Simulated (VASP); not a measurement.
# TiIn4 (P6/mmm) in VASP: a series of runs

The runs below take TiIn4 through single point, with PBE.

Everything below comes from runs of VASP 6.6.1. Logs are shortened: lines on timing, memory, paths and dates and some standing lists are left out, and cuts for length are marked.

## Step 1: The cell of the first run

Symmetry: P6/mmm, No. 191, hexagonal system. The conventional cell has a = 4.871 Å, b = 4.871 Å, c = 6.367 Å, α = 90.00°, β = 90.00°, γ = 120.00°. Ti (site symmetry 6/mmm) has 12 In at 3.24 Å within 4.3 Å. Within 3.7 Å of In (site symmetry 3m) lie 5 In at 2.81 to 3.20 Å and 3 Ti at 3.24 Å.

The cell was generated, and may not be a known phase.

## Step 2: Single point, PBE

INCAR reads:

```
PREC     = Accurate       # precision mode
ENCUT    = 520            # plane-wave cutoff, eV
EDIFF    = 1E-7           # SCF threshold, eV
ISMEAR   = 0              # smearing method
SIGMA    = 0.1            # smearing width, eV
LREAL    = F              # projectors in reciprocal space
LASPH    = T              # aspherical terms in the spheres
NELM     = 80             # most SCF steps
ALGO     = Fast           # electronic algorithm
ISIF     = 2              # what is computed and relaxed
LWAVE    = F              # write WAVECAR
LCHARG   = F              # write CHGCAR
GGA      = PE             # functional
NBANDS   = 40             # bands
```

KPOINTS reads:

```
Automatic mesh
0
Gamma
  6 6 4
```

POSCAR reads:

```
TiIn4
1.0
    4.8712655761      0.0000000000      0.0000000000
   -2.4356327881      4.2186397375      0.0000000000
    0.0000000000      0.0000000000      6.3665766554
Ti In
1 4
Direct
    0.0000000000      0.0000000000      0.0000000000
    0.3333333333      0.6666666667      0.2516190992
    0.6666666667      0.3333333333      0.2516190992
    0.6666666667      0.3333333333      0.7483809008
    0.3333333333      0.6666666667      0.7483809008
```

Potentials or basis: VASP PAW PBE potentials, release 64 (Ti_sv, In_d).

Started as:

```console
$ cat potpaw_PBE.64/Ti_sv/POTCAR potpaw_PBE.64/In_d/POTCAR > POTCAR
$ mpirun -np 1 vasp_std > vasp.out
```

OUTCAR:

```text
PREC = Accurate
   ENCUT = 520
   EDIFF = 1E-7
   ISMEAR = 0
   LREAL = F
   LASPH = T
   NELM = 80
   ISIF = 2
   GGA = PE

 ion  position               nearest neighbor table
   1  0.000  0.000  0.000-   2 3.24   3 3.24   4 3.24   5 3.24   3 3.24   4 3.24   2 3.24   5 3.24
                             3 3.24   4 3.24   2 3.24   5 3.24
   2  0.333  0.667  0.252-   3 2.81   3 2.81   3 2.81   5 3.16   5 3.20   1 3.24   1 3.24   1 3.24

   3  0.667  0.333  0.252-   2 2.81   2 2.81   2 2.81   4 3.16   4 3.20   1 3.24   1 3.24   1 3.24

   4  0.667  0.333  0.748-   5 2.81   5 2.81   5 2.81   3 3.16   3 3.20   1 3.24   1 3.24   1 3.24

   5  0.333  0.667  0.748-   4 2.81   4 2.81   4 2.81   2 3.16   2 3.20   1 3.24   1 3.24   1 3.24

  LATTYP: Found a hexagonal cell.
 ALAT       =     4.8712655761
 C/A-ratio  =     1.3069656244

  Lattice vectors:

 A1 = (   4.8712655761,   0.0000000000,   0.0000000000)
 A2 = (  -2.4356327881,   4.2186397375,   0.0000000000)
 A3 = (   0.0000000000,   0.0000000000,   6.3665766554)

Analysis of symmetry for initial positions (statically):
=====================================================================
 Subroutine PRICEL returns:
 Original cell was already a primitive cell.

 Routine SETGRP: Setting up the symmetry group for a
 hexagonal supercell.

 Subroutine GETGRP returns: Found 24 space group operations
 (whereof 24 operations were pure point group operations)
 out of a pool of 24 trial point group operations.

The static configuration has the point symmetry D_6h.

Analysis of symmetry for dynamics (positions and initial velocities):
=====================================================================
 Subroutine PRICEL returns:
 Original cell was already a primitive cell.

 Routine SETGRP: Setting up the symmetry group for a
 hexagonal supercell.

 Subroutine GETGRP returns: Found 24 space group operations
 (whereof 24 operations were pure point group operations)
 out of a pool of 24 trial point group operations.

The dynamic configuration has the point symmetry D_6h.

 Subroutine INISYM returns: Found 24 space group operations
 (whereof 24 operations are pure point group operations),
 and found     1 'primitive' translations

----------------------------------------------------------------------------------------

                                     Primitive cell

  volume of cell :     130.8339

  direct lattice vectors                    reciprocal lattice vectors
     4.871265576  0.000000000  0.000000000     0.205285461  0.118521616  0.000000000
    -2.435632788  4.218639738  0.000000000     0.000000000  0.237043232  0.000000000
     0.000000000  0.000000000  6.366576655     0.000000000  0.000000000  0.157070283

  length of vectors
     4.871265576  4.871265576  6.366576655     0.237043232  0.237043232  0.157070283

  position of ions in fractional coordinates (direct lattice)
     0.000000000  0.000000000  0.000000000
     0.333333333  0.666666667  0.251619099
     0.666666667  0.333333333  0.251619099
     0.666666667  0.333333333  0.748380901
     0.333333333  0.666666667  0.748380901

  ion indices of the primitive-cell ions
   primitive index   ion index
                 1           1
                 2           2
                 3           3
                 4           4
                 5           5

----------------------------------------------------------------------------------------

 KPOINTS: Automatic mesh

Automatic generation of k-mesh.
 Grid dimensions read from file:
 generate k-points for:    6    6    4

 Generating k-lattice:

  Cartesian coordinates                     Fractional coordinates (reciprocal lattice)
     0.034214244  0.019753603  0.000000000     0.166666667  0.000000000  0.000000000
     0.000000000  0.039507205  0.000000000     0.000000000  0.166666667  0.000000000
     0.000000000  0.000000000  0.039267571     0.000000000  0.000000000  0.250000000

  Length of vectors
     0.039507205  0.039507205  0.039267571

  Shift w.r.t. Gamma in fractional coordinates (k-lattice)
     0.000000000  0.000000000  0.000000000

 Subroutine IBZKPT returns following result:
 ===========================================

 Found     21 irreducible k-points:

 Following reciprocal coordinates:
            Coordinates               Weight
  0.000000  0.000000  0.000000      1.000000
  0.166667  0.000000  0.000000      6.000000
  0.333333  0.000000  0.000000      6.000000
  0.500000  0.000000  0.000000      3.000000
  0.166667  0.166667  0.000000      6.000000
  0.333333  0.166667  0.000000     12.000000
[... 13 lines left out ...]
  0.333333  0.166667  0.500000     12.000000
  0.333333  0.333333  0.500000      2.000000
   k-points           NKPTS =     21   k-points in BZ     NKDIM =     21   number of bands    NBANDS=     40
   number of dos      NEDOS =    301   number of ions     NIONS =      5
   total plane-waves  NPLWV =  62208
   dimension x,y,z NGX =    36 NGY =   36 NGZ =   48
   dimension x,y,z NGXF=    72 NGYF=   72 NGZF=   96
   ions per type =               1   4
   NGX,Y,Z   is equivalent  to a cutoff of  12.29, 12.29, 12.53 a.u.
   NGXF,Y,Z  is equivalent  to a cutoff of  24.57, 24.57, 25.07 a.u.
 SYSTEM =  unknown system
   PREC   = accura    normal or accurate (medium, high low for compatibility)
   ISTART =      0    job   : 0-new  1-cont  2-samecut
   ICHARG =      2    charge: 1-file 2-atom 10-const
   ISPIN  =      1    spin polarized calculation?
   LNONCOLLINEAR =      F non collinear calculations
   LSORBIT =      F    spin-orbit coupling
   LASPH  =      T    aspherical Exc in radial PAW
   ENCUT  =  520.0 eV  38.22 Ry    6.18 a.u.   9.06  9.06 11.84*2*pi/ulx,y,z
   NELM   =     80;   NELMIN=  2; NELMDL= -5     # of ELM steps
   EDIFF  = 0.1E-06   stopping-criterion for ELM
   LREAL  =      F    real-space projection
   EDIFFG = 0.1E-05   stopping-criterion for IOM
   NSW    =      0    number of steps for IOM
   IBRION =     -1    ionic relax: 0-MD 1-quasi-New 2-CG
   NFREE  =      0    steps in history (QN), initial steepest desc. (CG)
   ISIF   =      2    stress and relaxation
   ISYM   =      2    0-nonsym 1-usesym 2-fastsym
   POTIM  = 0.5000    time-step for ionic-motion
   TEBEG  =    0.0;   TEEND  =   0.0 temperature during run
   PSTRESS=    0.0 pullay stress
   NELECT =      64.0000    total number of electrons
   NUPDOWN=      -1.0000    fix difference up-down
   EMIN   =  10.00;   EMAX   =-10.00  energy-range for DOS
   EFERMI =   0.00;   METHOD = LEGACY
   ISMEAR =     0;   SIGMA  =   0.10  broadening in eV -4-tet -1-fermi 0-gaus
   EFERMI_NEDOS =   21; number of points for ismear=-14 and -15
   IALGO  =     68    algorithm
   IMIX   =      4    mixing-type and parameters
     AMIX     =   0.40;   BMIX     =  1.00
     AMIX_MAG =   1.60;   BMIX_MAG =  1.00
  volume/ion in A,a.u.               =      26.17       176.58
  Fermi-wavevector in a.u.,A,eV,Ry     =   1.289916  2.437588 22.638505  1.663883
  Thomas-Fermi vector in A             =   2.421780
   LORBIT       =      0    0 simple, 1 ext, 2 COOP (PROOUT), +10 PAW based schemes
   GGA     = PE    functional components
   LHFCALC =     F    Hartree Fock is set to
   AEXX    =    0.0000 exact exchange contribution
   IVDW    =     0    specifies the selected vdW correction
   LEPSILON=     F    determine dielectric tensor
   LRPA    =     F    only Hartree local field effects (RPA)
 non-spin polarized calculation
 RMM-DIIS sequential band-by-band and
 Gauss-broadening in eV      SIGMA  =   0.10
  energy-cutoff  :      520.00
  volume of cell :      130.83
 maximum number of plane-waves:      3561
   NGX = 19   NGY = 19   NGZ = 23

 number of electron      64.0000017 magnetization

 Free energy of the ion-electron system (eV)
  ---------------------------------------------------
  ext. energy  EPLUGINS =         0.00000000
  ---------------------------------------------------
  free energy    TOTEN  =       -16.78084268 eV

  energy without entropy =      -16.74582439  energy(sigma->0) =      -16.76333353

 E-fermi :   6.9704     XC(G=0):  -9.9577

 val. band max:        6.9650152657   @ k =   0.1667   0.0000   0.2500
 cond. band min:       6.9849926317   @ k =   0.3333   0.1667   0.5000
 fundamental gap:      0.0199773660
 Fermi energy:         6.9704035271

 k-point     1 :       0.0000    0.0000    0.0000
  band No.  band energies     occupation
      1     -50.6592      2.00000
      2     -26.9313      2.00000
      3     -26.9159      2.00000
      4     -26.9159      2.00000
      5      -8.1608      2.00000
      6      -7.9407      2.00000
[... 32 lines left out ...]
     39       9.2595      0.00000
     40       9.3535      0.00000

 k-point     2 :       0.1667    0.0000    0.0000
  band No.  band energies     occupation
      1     -50.6592      2.00000
      2     -26.9313      2.00000
      3     -26.9162      2.00000
      4     -26.9159      2.00000
      5      -8.1523      2.00000
      6      -7.9615      2.00000
[... 32 lines left out ...]
     39      10.2245      0.00000
     40      10.3333      0.00000

 k-point     3 :       0.3333    0.0000    0.0000
  band No.  band energies     occupation
      1     -50.6592      2.00000
      2     -26.9312      2.00000
      3     -26.9170      2.00000
      4     -26.9161      2.00000
      5      -8.1413      2.00000
      6      -8.0534      2.00000
[... 32 lines left out ...]
     39      10.1700      0.00000
     40      11.8063      0.00000

 k-point     4 :       0.5000    0.0000    0.0000
  band No.  band energies     occupation
      1     -50.6592      2.00000
      2     -26.9312      2.00000
      3     -26.9174      2.00000
      4     -26.9162      2.00000
      5      -8.1477      2.00000
      6      -8.0878      2.00000
[... 32 lines left out ...]
     39       9.6743      0.00000
     40      11.8378      0.00000
[... 643 lines left out ...]
     39      10.2371      0.00000
     40      10.4026      0.00000

 k-point    20 :       0.3333    0.1667    0.5000
  band No.  band energies     occupation
      1     -50.6592      2.00000
      2     -26.9312      2.00000
      3     -26.9172      2.00000
      4     -26.9164      2.00000
      5      -8.1493      2.00000
      6      -8.1483      2.00000
[... 32 lines left out ...]
     39      10.0776      0.00000
     40      10.8307      0.00000

 k-point    21 :       0.3333    0.3333    0.5000
  band No.  band energies     occupation
      1     -50.6592      2.00000
      2     -26.9311      2.00000
      3     -26.9169      2.00000
      4     -26.9169      2.00000
      5      -8.1880      2.00000
      6      -8.1853      2.00000
[... 32 lines left out ...]
     39      10.4759      0.00000
     40      12.1479      0.00000

------------------------ aborting loop because EDIFF is reached ----------------------------------------

  FORCE on cell =-STRESS in cart. coord.  units (eV):
  Direction    XX          YY          ZZ          XY          YZ          ZX
  --------------------------------------------------------------------------------------
  -------------------------------------------------------------------------------------
  Total        0.0090451      0.0090451      0.0328033     -0.0000000      0.0000000     -0.0000000
  in kB        0.1107654      0.1107654      0.4017053     -0.0000000      0.0000000     -0.0000000
  external PRESSURE =       0.2077454 kB  Pullay stress =       0.0000000 kB

 VOLUME and BASIS-vectors are now :
 -----------------------------------------------------------------------------
  energy-cutoff  :      520.00
  volume of cell :      130.83
      direct lattice vectors                 reciprocal lattice vectors
     4.871265576  0.000000000  0.000000000     0.205285461  0.118521616  0.000000000
    -2.435632788  4.218639738  0.000000000     0.000000000  0.237043232  0.000000000
     0.000000000  0.000000000  6.366576655     0.000000000  0.000000000  0.157070283

 POSITION                                       TOTAL-FORCE (eV/Angst)
 -----------------------------------------------------------------------------------
      0.00000      0.00000      0.00000         0.000000     -0.000000      0.000000
     -0.00000      2.81243      1.60195        -0.000000     -0.000000      0.023576
      2.43563      1.40621      1.60195        -0.000000      0.000000      0.023576
      2.43563      1.40621      4.76462         0.000000     -0.000000     -0.023576
     -0.00000      2.81243      4.76462         0.000000      0.000000     -0.023576
 -----------------------------------------------------------------------------------
    total drift:                                0.000000      0.000000      0.000000

  FREE ENERGIE OF THE ION-ELECTRON SYSTEM (eV)
  ---------------------------------------------------
  free  energy   TOTEN  =       -16.7808426798 eV

  energy  without entropy=      -16.7458243872  energy(sigma->0) =      -16.76333353
```

Run time: 12 min. Hardware: 1 thread of Intel Xeon 8259CL, shared host; peak memory 0.29 GiB.

What came out:

```
Free energy            : -16.7808 eV
Pressure               : 0.0 GPa
Largest force          : 0.024 eV/Å
Band gap on the k mesh : zero (bands 32 and 33 overlap by 0.97 eV)
```

Forces in eV/Å, atoms in the order of the input:
```
Ti   0.000  0.000  0.000
In   0.000  0.000  0.024
In   0.000  0.000  0.024
In   0.000  0.000 -0.024
In   0.000  0.000 -0.024
```

Caveat: spin-orbit coupling is left out, which moves the levels of the heavy elements.

## Step 3: Single point, PBE

This run uses another cell than the first one, of the same volume but with other edges.

INCAR reads:

```
PREC = Accurate
ENCUT = 520
EDIFF = 1E-6
ISMEAR = 0
SIGMA = 0.1
LREAL = False
LASPH = True
NELM = 80
ALGO = Normal
ISIF = 2
LWAVE = False
LCHARG = False
GGA = PE
NBANDS = 40
```

KPOINTS reads:

```
Automatic mesh
0
Gamma
  6 6 2
```

POSCAR reads:

```
TiIn4
1.0
    4.9889399230      0.0000000000      0.0000000000
   -2.4944699615      4.3205487113      0.0000000000
    0.0000000000      0.0000000000      6.0697728004
Ti In
1 4
Direct
    0.0000000000      0.0000000000      0.0000000000
    0.3333333333      0.6666666667      0.2506332368
    0.6666666667      0.3333333333      0.2506332368
    0.6666666667      0.3333333333      0.7493667632
    0.3333333333      0.6666666667      0.7493667632
```

Potentials or basis: VASP PAW PBE potentials, release 64 (Ti_sv, In_d).

Started as:

```console
$ cat potpaw_PBE.64/Ti_sv/POTCAR potpaw_PBE.64/In_d/POTCAR > POTCAR
$ mpirun -np 1 vasp_std > vasp.out
```

Run time: 2 min. Hardware: 1 thread of Intel Xeon 8259CL, shared host; peak memory 0.29 GiB.

The run converged. Its results:

```yaml
Free_energy: -16.7667 eV
Pressure: 0.1 GPa
Band_gap_on_the_k_mesh: zero (bands 32 and 33 overlap by 1.18 eV)
```

Forces in eV/Å, atoms in the order of the input:
```
Ti   0.000  0.000  0.000
In   0.000  0.000  0.002
In   0.000  0.000  0.002
In   0.000  0.000 -0.002
In   0.000  0.000 -0.002
```

Stress tensor (GPa, compression positive):
```
0.22 0.00 0.00
0.00 0.22 0.00
0.00 0.00 0.00
```

Levels at points of the mesh, in eV from the Fermi level:
| k point | band 29 | band 30 | band 31 | band 32 | band 33 | band 34 | band 35 | band 36 |
| --- | --- | --- | --- | --- | --- | --- | --- | --- |
| (0.00, 0.00, 0.00) | -1.87 | -1.87 | 0.00 | 0.00 | 0.58 | 1.49 | 1.49 | 1.76 |
| (0.50, 0.00, 0.00) | -2.41 | -2.30 | -1.55 | -1.08 | -0.99 | 0.23 | 0.41 | 1.15 |
| (0.00, 0.00, 0.50) | -1.12 | -0.78 | -0.26 | -0.12 | -0.12 | 0.31 | 0.31 | 1.15 |
| (0.50, 0.00, 0.50) | -1.75 | -1.56 | -0.96 | 0.19 | 0.25 | 0.39 | 0.53 | 1.53 |

Caveat: the k points lie up to 0.52 Å⁻¹ apart, too coarse for converged energies and pressures of a metal; spin-orbit coupling is left out, which moves the levels of the heavy elements.
